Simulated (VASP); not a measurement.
Write the native input for VASP 6.6.1 that does the following.

```yaml
Task: single point
Functional: PBE
Dispersion: D3(BJ)
Potentials_or_basis: VASP PAW PBE potentials, release 64 (Li_sv)
Cutoff: 520 eV
k_mesh: 18 × 18 × 10
Occupations: gaussian, width 0.1 eV
Spin: no spin polarisation
Dipole_correction: no
Further_INCAR_settings: ALGO = Normal; EDIFF = 1e-06; NBANDS = 10
```

The structure of Li lies in POSCAR:

```
Li
1.0
    2.9502071684      0.0000000000      0.0000000000
   -1.4751035842      2.5549543542      0.0000000000
    0.0000000000      0.0000000000      4.8467429754
Li
2
Direct
    0.3333333333      0.6666666667      0.2500000000
    0.6666666667      0.3333333333      0.7500000000
```

This isn't the form of Li at room conditions, which is bcc.

These files were run (other wordings do the same):

INCAR

```
SYSTEM = Li
  PREC = Accurate
  ENCUT = 520
  EDIFF = 1E-6
  ISMEAR = 0
  SIGMA = 0.1
  LREAL = .FALSE.
  LASPH = .TRUE.
  NELM = 60
  ALGO = Normal
  ISIF = 2
  LWAVE = .FALSE.
  LCHARG = .FALSE.
  GGA = PE
  IVDW = 12
  NBANDS = 10
```

KPOINTS

```
Automatic mesh
0
G
  18 18 10
  0 0 0
```

Potentials or basis: VASP PAW PBE potentials, release 64 (Li_sv).

The run is started by

```bash
$ cat potpaw_PBE.64/Li_sv/POTCAR > POTCAR
$ mpirun -np 1 vasp_std > vasp.out
```

It gave:

```json
{
  "Band gap on the k mesh": "zero (bands 3 and 4 overlap by 4.86 eV)",
  "Dispersion energy per atom": "-0.188 eV"
}
```

Run time: 33 s on 1 thread of Intel(R) Xeon(R) Platinum 8259CL CPU @ 2.50GHz (Skylake/Cascade Lake), with other jobs on the host, peak memory 0.19 GiB.
